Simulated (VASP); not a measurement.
Si (a cell with a defect), 63 atoms in the cell. The cell holds a defect, 63 atoms: a = 10.860 Å, b = 10.860 Å, c = 10.860 Å, α = 90.00°, β = 90.00°, γ = 90.00°. 

| Quantity | Value |
| --- | --- |
| Program | VASP 6.6.1 |
| Task | single point |
| Functional | LDA |
| Potentials or basis | VASP PAW LDA potentials, release 64 (Si) |
| Cutoff | 520 eV |
| k mesh | 1 × 1 × 1 |
| Occupations | fermi-dirac, width 0.02 eV |
| Spin | no spin polarisation |
| Dipole correction | no |
| Charge | 2 |
| Further INCAR settings | LREAL = Auto; ALGO = Normal; EDIFF = 1e-06; NBANDS = 163; NELECT = 250.0 |

Potentials or basis: VASP PAW LDA potentials, release 64 (Si).

Command:

```bash
$ cat potpaw_LDA.64/Si/POTCAR > POTCAR
$ mpirun -np 1 vasp_gam > vasp.out
```

Hardware: 1 thread of Intel(R) Xeon(R) Platinum 8259CL CPU @ 2.50GHz (Skylake/Cascade Lake) (shared host).

Q: Estimate the wall time of this run.

A: Run time: 4.3 min on 1 thread of Intel(R) Xeon(R) Platinum 8259CL CPU @ 2.50GHz (Skylake/Cascade Lake), with other jobs on the host, peak memory 0.67 GiB. Counts: scf iterations 15, k points 1.
